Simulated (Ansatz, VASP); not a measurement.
**Two plane-wave programs on CdS**

File INCAR:

```
ALGO = Normal ; EDIFF = 1E-6
ENCUT = 520 ; GGA = PS
GGA_COMPAT = F ; ISIF = 2
ISMEAR = 0 ; LASPH = T
LCHARG = F ; LNONCOLLINEAR = T
LORBIT = 11 ; LORBMOM = T
LREAL = F ; LSORBIT = T
LWAVE = F ; MAGMOM = 0 0 0 0 0 0
NBANDS = 30 ; NELM = 150
PREC = Accurate ; SIGMA = 0.01
```

File KPOINTS:

```
k-points
0
Gamma
  6 6 6
```

Contents of POSCAR:

```
CdS
1.0
    0.0000000000      2.9165000000      2.9165000000
    2.9165000000      0.0000000000      2.9165000000
    2.9165000000      2.9165000000      0.0000000000
Cd S
1 1
Direct
    0.0000000000      0.0000000000      0.0000000000
    0.2500000000      0.2500000000      0.2500000000
```

Input for Ansatz:

```yaml
crystal:
  lattice:
    - [0.0, 2.9165, 2.9165]
    - [2.9165, 0.0, 2.9165]
    - [2.9165, 2.9165, 0.0]
  atoms:
    - { symbol: Cd, position: [0.0, 0.0, 0.0] }
    - { symbol: S, position: [0.25, 0.25, 0.25] }
kpoints:
  mp_grid:
    grid: [6, 6, 6]
    shift: [0.0, 0.0, 0.0]
hamiltonian:
  xc: pbesol
magnetization:
  noncollinear: true
  spin_orbit: true
scf:
  occupations:
    method: fixed
output:
  eigenvalues: true
```

Alike in both runs: task single point; functional PBEsol; k mesh 6 × 6 × 6; non-collinear spin, spin-orbit coupling.

```csv
,VASP,Ansatz
version,VASP 6.6.1,Ansatz 0.2.0
potentials or method,"VASP PAW PBE potentials, release 64 (Cd, S)","plane waves, PAW"
plane-wave cutoff (eV),520,420
occupations,"gaussian, width 0.01 eV",fixed
valence electrons in the cell,18,26
```

```csv
,VASP,Ansatz,Ansatz less VASP
net moment per atom (μB),0.00,0.00,0.000
```

VASP's potentials were made for PBE, not for PBEsol. VASP's potentials hold 18 valence electrons a cell and Ansatz's 26, so a difference there can come from the potentials and not from the codes.
